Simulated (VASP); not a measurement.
# AlNi (Pm-3m) in VASP: further runs

Runs on AlNi. Level: PBEsol+U. Tasks: single point.

All numbers are computed with VASP 6.6.1; they aren't measurements. Logs are shortened: lines on timing, memory, paths and dates and some standing lists are left out, and cuts for length are marked.

## (1) The cell of the first run

The structure is cubic, space group Pm-3m (No. 221). Conventional cell: a = 2.881 Å, b = 2.881 Å, c = 2.881 Å, α = 90.00°, β = 90.00°, γ = 90.00°. Within 3.3 Å of Ni (site symmetry m-3m) lie 8 Al at 2.50 Å and 6 Ni at 2.88 Å. Within 3.3 Å of Al (site symmetry m-3m) lie 8 Ni at 2.50 Å and 6 Al at 2.88 Å.

## (2) Single point, PBEsol+U, collinear spin, zero start

Input file INCAR:

```
SYSTEM = AlNi
PREC = Accurate
ENCUT = 520
EDIFF = 1E-7
ISMEAR = -1
SIGMA = 0.05
LREAL = .False.
LASPH = .True.
NELM = 150
ALGO = Normal
ISIF = 2
LWAVE = .False.
LCHARG = .False.
ISPIN = 2
MAGMOM = 0 0
LORBIT = 11
LMAXMIX = 4
LDAU = .True.
LDAUTYPE = 2
LDAUL = 2 -1
LDAUU = 3 0
LDAUJ = 0 0
LDAUPRINT = 1
GGA = PS
NBANDS = 18
```

Input file KPOINTS:

```
regular mesh
0
Gamma
  7 7 7
  0 0 0
```

Input file POSCAR:

```
AlNi
1.0
    2.8810000000      0.0000000000      0.0000000000
    0.0000000000      2.8810000000      0.0000000000
    0.0000000000      0.0000000000      2.8810000000
Ni Al
1 1
Direct
    0.5000000000      0.5000000000      0.5000000000
    0.0000000000      0.0000000000      0.0000000000
```

Potentials or basis: VASP PAW PBE potentials, release 64 (Ni, Al).

The run is started by

```console
cat potpaw_PBE.64/Ni/POTCAR potpaw_PBE.64/Al/POTCAR > POTCAR
mpirun -np 1 vasp_std > vasp.out
```

OUTCAR:

```text
SYSTEM = AlNi
   PREC = Accurate
   ENCUT = 520
   EDIFF = 1E-7
   ISMEAR = -1
   LREAL = .False.
   LASPH = .True.
   NELM = 150
   ISIF = 2
   ISPIN = 2
   LORBIT = 11
   GGA = PS

 ion  position               nearest neighbor table
   1  0.500  0.500  0.500-   2 2.50   2 2.50   2 2.50   2 2.50   2 2.50   2 2.50   2 2.50   2 2.50

   2  0.000  0.000  0.000-   1 2.50   1 2.50   1 2.50   1 2.50   1 2.50   1 2.50   1 2.50   1 2.50

  LATTYP: Found a simple cubic cell.
 ALAT       =     2.8810000000

  Lattice vectors:

 A1 = (   2.8810000000,   0.0000000000,   0.0000000000)
 A2 = (   0.0000000000,   2.8810000000,   0.0000000000)
 A3 = (   0.0000000000,   0.0000000000,   2.8810000000)

Analysis of symmetry for initial positions (statically):
=====================================================================
 Subroutine PRICEL returns:
 Original cell was already a primitive cell.

 Routine SETGRP: Setting up the symmetry group for a
 simple cubic supercell.

 Subroutine GETGRP returns: Found 48 space group operations
 (whereof 48 operations were pure point group operations)
 out of a pool of 48 trial point group operations.

The static configuration has the point symmetry O_h .

Analysis of symmetry for dynamics (positions and initial velocities):
=====================================================================
 Subroutine PRICEL returns:
 Original cell was already a primitive cell.

 Routine SETGRP: Setting up the symmetry group for a
 simple cubic supercell.

 Subroutine GETGRP returns: Found 48 space group operations
 (whereof 48 operations were pure point group operations)
 out of a pool of 48 trial point group operations.

The dynamic configuration has the point symmetry O_h .

Analysis of structural, dynamic, and magnetic symmetry:
=====================================================================
 Subroutine PRICEL returns:
 Original cell was already a primitive cell.

 Routine SETGRP: Setting up the symmetry group for a
 simple cubic supercell.

 Subroutine GETGRP returns: Found 48 space group operations
 (whereof 48 operations were pure point group operations)
 out of a pool of 48 trial point group operations.

The overall configuration has the point symmetry O_h .
[... 165 lines left out ...]
  o =  0.8721  v =  1.0000  0.0000  0.0000  0.0000  0.0000  0.0000  0.0000  0.0000  0.0000  0.0000      0.0000  0.0000  0.0000  0.0000  0.0000  0.0000  0.0000  0.0000  0.0000  0.0000
  o =  0.8721  v =  0.0000 -0.1455  0.0000 -0.9894  0.0000  0.0000  0.0000  0.0000  0.0000  0.0000      0.0000  0.0000  0.0000  0.0000  0.0000  0.0000  0.0000  0.0000  0.0000  0.0000
  o =  0.8721  v =  0.0000  0.0000  0.0000  0.0000  0.0000  0.0000  1.0000  0.0000  0.0098  0.0000      0.0000  0.0000  0.0000  0.0000  0.0000  0.0000  0.0000  0.0000  0.0000  0.0000
  o =  0.8721  v =  0.0000  0.0000  0.0000  0.0000  0.0000  1.0000  0.0000  0.0000  0.0000  0.0000      0.0000  0.0000  0.0000  0.0000  0.0000  0.0000  0.0000  0.0000  0.0000  0.0000
  o =  0.8721  v =  0.0000  0.0000  0.0000  0.0000  0.0000  0.0000  0.0098 -0.0000 -1.0000  0.0000      0.0000  0.0000  0.0000  0.0000  0.0000  0.0000  0.0000  0.0000  0.0000  0.0000

 number of electron      13.0000015 magnetization       0.0000003

 Free energy of the ion-electron system (eV)
  ---------------------------------------------------
  ext. energy  EPLUGINS =         0.00000000
  ---------------------------------------------------
  free energy    TOTEN  =        -9.78556345 eV

  energy without entropy =       -9.78109228  energy(sigma->0) =       -9.78332787

 E-fermi :   9.8073     XC(G=0): -12.1372

 val. band max:        9.7598068622   @ k =   0.4286   0.2857   0.2857
 cond. band min:      10.0090792787   @ k =   0.2857   0.0000   0.0000
 fundamental gap:      0.2492724165
 Fermi energy:         9.8072999675

 spin component 1

 k-point     1 :       0.0000    0.0000    0.0000
  band No.  band energies     occupation
      1      -1.2477      1.00000
      2       6.2033      1.00000
      3       6.2033      1.00000
      4       7.8527      1.00000
      5       7.8527      1.00000
      6       7.8527      1.00000
[... 396 lines left out ...]
      4       8.2568      1.00000
      5       8.2568      1.00000
      6      10.0507      0.00764
[... 10 lines left out ...]
     17      39.6284      0.00000
     18      39.9590      0.00000
 Fermi energy:         9.8072999675

 spin component 2

 k-point     1 :       0.0000    0.0000    0.0000
  band No.  band energies     occupation
      1      -1.2477      1.00000
      2       6.2033      1.00000
      3       6.2033      1.00000
      4       7.8527      1.00000
      5       7.8527      1.00000
      6       7.8527      1.00000
[... 397 lines left out ...]
      5       8.2568      1.00000
      6      10.0507      0.00764
[... 10 lines left out ...]
     17      39.6284      0.00000
     18      39.9590      0.00000

------------------------ aborting loop because EDIFF is reached ----------------------------------------

  FORCE on cell =-STRESS in cart. coord.  units (eV):
  Direction    XX          YY          ZZ          XY          YZ          ZX
  --------------------------------------------------------------------------------------
  -------------------------------------------------------------------------------------
  Total       -1.0328919     -1.0328919     -1.0328919     -0.0000000      0.0000000     -0.0000000
  in kB      -69.2047151    -69.2047151    -69.2047151     -0.0000000      0.0000000     -0.0000000
  external PRESSURE =     -69.2047151 kB  Pullay stress =       0.0000000 kB

 VOLUME and BASIS-vectors are now :
 -----------------------------------------------------------------------------
  energy-cutoff  :      520.00
  volume of cell :       23.91
      direct lattice vectors                 reciprocal lattice vectors
     2.881000000  0.000000000  0.000000000     0.347101701  0.000000000  0.000000000
     0.000000000  2.881000000  0.000000000     0.000000000  0.347101701  0.000000000
     0.000000000  0.000000000  2.881000000     0.000000000  0.000000000  0.347101701

 POSITION                                       TOTAL-FORCE (eV/Angst)
 -----------------------------------------------------------------------------------
      1.44050      1.44050      1.44050         0.000000      0.000000      0.000000
      0.00000      0.00000      0.00000         0.000000      0.000000      0.000000
 -----------------------------------------------------------------------------------
    total drift:                                0.000000      0.000000     -0.000000

  FREE ENERGIE OF THE ION-ELECTRON SYSTEM (eV)
  ---------------------------------------------------
  free  energy   TOTEN  =        -9.7855634474 eV

  energy  without entropy=       -9.7810922845  energy(sigma->0) =       -9.78332787

 total charge

# of ion       s       p       d       tot
------------------------------------------
    1        0.464   0.493   8.641   9.599
    2        0.383   0.404   0.000   0.787
--------------------------------------------------
tot          0.847   0.897   8.641  10.386

 magnetization (x)

# of ion       s       p       d       tot
------------------------------------------
    1        0.000  -0.000   0.000   0.000
    2        0.000   0.000   0.000   0.000
--------------------------------------------------
tot          0.000   0.000   0.000   0.000
```

OSZICAR:

```text
N       E                     dE             d eps       ncg     rms          rms(c)
DAV:   1     0.471408987819E+02    0.47141E+02   -0.50144E+03  1496   0.756E+02
DAV:   2    -0.785118119940E+01   -0.54992E+02   -0.48356E+02  1578   0.164E+02
DAV:   3    -0.106946039401E+02   -0.28434E+01   -0.27957E+01  1772   0.382E+01
DAV:   4    -0.107313811542E+02   -0.36777E-01   -0.36745E-01  1688   0.382E+00
DAV:   5    -0.107320923028E+02   -0.71115E-03   -0.71112E-03  1680   0.573E-01    0.102E+01
DAV:   6    -0.116879570636E+02   -0.95586E+00   -0.24623E+01  1552   0.579E+01    0.109E+01
DAV:   7    -0.981094448279E+01    0.18770E+01   -0.76155E+00  1644   0.347E+01    0.115E+00
DAV:   8    -0.979453765724E+01    0.16407E-01   -0.10280E-01  1800   0.289E+00    0.891E-01
DAV:   9    -0.978561763784E+01    0.89200E-02   -0.26893E-02  1844   0.175E+00    0.113E-01
DAV:  10    -0.978556437147E+01    0.53266E-04   -0.69712E-04  1744   0.304E-01    0.331E-02
DAV:  11    -0.978556393882E+01    0.43265E-06   -0.28207E-05  1860   0.350E-02    0.760E-03
DAV:  12    -0.978556364820E+01    0.29062E-06   -0.37495E-07  1658   0.509E-03    0.436E-03
DAV:  13    -0.978556347709E+01    0.17111E-06   -0.88819E-08   948   0.310E-03    0.148E-03
DAV:  14    -0.978556344743E+01    0.29653E-07   -0.14289E-08   800   0.928E-04
   1 F= -.97855634E+01 E0= -.97833279E+01  d E =-.447116E-02  mag=     0.0000
```

Wall time 12 s (1 thread of Intel Xeon Platinum 8488C (Sapphire Rapids), shared host); peak memory 0.15 GiB.

Results:

```
Free energy                                           : -9.7856 eV
Pressure                                              : -6.9 GPa
Net moment                                            : 0.00 μB per cell
Valence electrons inside the program's atomic spheres : Ni 9.60; Al 0.79
```

Eigenvalues of the final occupation matrices:
| site | spin | trace | eigenvalues |
| --- | --- | --- | --- |
| site 1 d | 1 | 4.34 | 0.86 0.86 0.87 0.87 0.87 |
| site 1 d | 2 | 4.34 | 0.86 0.86 0.87 0.87 0.87 |

Caveat: the PAW data sets were made with another functional, which shifts forces and pressure a little; the U is typed as a test and isn't derived for this compound.

## (3) Single point, PBEsol+U, collinear spin, zero start

Input file INCAR:

```
ALGO = Normal ; EDIFF = 1E-7
ENCUT = 520 ; GGA = PS
ISIF = 2 ; ISMEAR = -1
ISPIN = 2 ; LASPH = T
LCHARG = F ; LDAU = T
LDAUJ = 0 0 ; LDAUL = 2 -1
LDAUPRINT = 1 ; LDAUTYPE = 2
LDAUU = 3 0 ; LMAXMIX = 4
LORBIT = 11 ; LREAL = F
LWAVE = F ; MAGMOM = 0 0
NBANDS = 18 ; NELM = 150
PREC = Accurate ; SIGMA = 0.05
```

Input file KPOINTS:

```
k-points
0
Gamma
  7 7 7
```

POSCAR is that of step 2.

Potentials or basis: VASP PAW PBE potentials, release 64 (Ni, Al).

The run is started by

```console
cat potpaw_PBE.64/Ni/POTCAR potpaw_PBE.64/Al/POTCAR > POTCAR
mpirun -np 1 vasp_std > vasp.out
```

It took 12 s on 1 thread of Intel Xeon Platinum 8488C (Sapphire Rapids), shared host; peak memory 0.15 GiB.

Results (log left out):

```
Free energy                                           : -9.7856 eV
Pressure                                              : -6.9 GPa
Net moment                                            : 0.00 μB per cell
Valence electrons inside the program's atomic spheres : Ni 9.60; Al 0.79
```

Levels at points of the mesh, in eV from the Fermi level:
Spin up:
```tsv
k point	band 4	band 5	band 6	band 7	band 8	band 9
(0.00, 0.00, 0.00)	-1.95	-1.95	-1.95	5.57	5.57	5.57
```
Spin down:
| k point | band 2 | band 3 | band 4 | band 5 | band 6 | band 7 | band 8 | band 9 | band 10 | band 11 |
| --- | --- | --- | --- | --- | --- | --- | --- | --- | --- | --- |
| (0.00, 0.00, 0.00) | -3.60 | -3.60 | -1.95 | -1.95 | -1.95 | 5.57 | 5.57 | 5.57 | 7.99 | 7.99 |

Eigenvalues of the final occupation matrices:
```
    site  spin  trace               eigenvalues
site 1 d     1   4.34  0.86 0.86 0.87 0.87 0.87
site 1 d     2   4.34  0.86 0.86 0.87 0.87 0.87
```

Caveat: the PAW data sets were made with another functional, which shifts forces and pressure a little; the U is typed as a test and isn't derived for this compound.
